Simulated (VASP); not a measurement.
Wanted: the native input for a VASP 6.6.1 run.

```
Task                   : single point
Functional             : PBE
Dispersion             : D3(BJ)
Potentials or basis    : VASP PAW PBE potentials, release 64 (Ti_sv, N)
Cutoff                 : 520 eV
k mesh                 : 3 × 3 × 1
Occupations            : gaussian, width 0.1 eV
Spin                   : no spin polarisation
Dipole correction      : yes
Further INCAR settings : LREAL = Auto; ALGO = Normal; EDIFF = 1e-07; NBANDS = 120
```

The structure of TiN lies in POSCAR:

```
TiN
1.0
    5.9476498275      0.0000000000      0.0000000000
    0.0000000000      5.9476498275      0.0000000000
    0.0000000000      0.0000000000     24.2611235252
Ti N
12 12
Direct
    0.2500000000      0.2500000000      0.3297456522
    0.2500000000      0.7500000000      0.3297456522
    0.7500000000      0.2500000000      0.3297456522
    0.7500000000      0.7500000000      0.3297456522
    0.4998496278      0.4968343683      0.4139328202
    0.4998793152      0.0058681279      0.4146344575
   -0.0001534460      0.4940905990      0.4152100302
   -0.0001658328      0.0057998318      0.4145955208
    0.7588339923      0.7586689478      0.4946045787
    0.7545095232      0.2425625591      0.5013331328
    0.2405559730      0.7588640141      0.4945761019
    0.2453336904      0.2427779961      0.5012078773
    0.5000000000      0.5000000000      0.3297456522
    0.5000000000      0.0000000000      0.3297456522
    0.0000000000      0.5000000000      0.3297456522
    0.0000000000      0.0000000000      0.3297456522
    0.7503242771      0.7507736610      0.4129442474
    0.7500361172      0.2510279704      0.4141153751
    0.2494220747      0.7507653794      0.4129252865
    0.2497177029      0.2510319252      0.4141034705
   -0.0003022513     -0.0000375055      0.5038989673
   -0.0002148852      0.5037886619      0.5035586775
    0.5000034398     -0.0039457100      0.5002797548
    0.4996927174      0.5110366520      0.5077767130
```

The input as run:

INCAR

```
SYSTEM = TiN
ALGO = Normal
DIPOL = 0.5 0.5 0.415
EDIFF = 1E-7
ENCUT = 520
GGA = PE
IDIPOL = 3
ISIF = 2
ISMEAR = 0
IVDW = 12
LASPH = .TRUE.
LCHARG = .TRUE.
LDIPOL = .TRUE.
LELF = .TRUE.
LREAL = Auto
LUSENCCL = .FALSE.
LVACPOTAV = .TRUE.
LVHAR = .TRUE.
LWAVE = .FALSE.
NBANDS = 120
NELM = 80
PREC = Accurate
SIGMA = 0.1
```

KPOINTS

```
k-points
0
G
  3 3 1
  0 0 0
```

Potentials or basis: VASP PAW PBE potentials, release 64 (Ti_sv, N).

Command:

```console
$ cat potpaw_PBE.64/Ti_sv/POTCAR potpaw_PBE.64/N/POTCAR > POTCAR
$ mpirun -np 1 vasp_std > vasp.out
```

It gave:

| Item | Value |
| --- | --- |
| Largest force | 1.988 eV/Å |
| Band gap on the k mesh | 0.02 eV |
| Dispersion energy per atom | -0.318 eV |

Wall time 4.1 min on 1 × NVIDIA H100 80GB with 1 thread of AMD EPYC 7R13 Processor (Zen 3), on a shared host, peak memory 1.8 GiB.
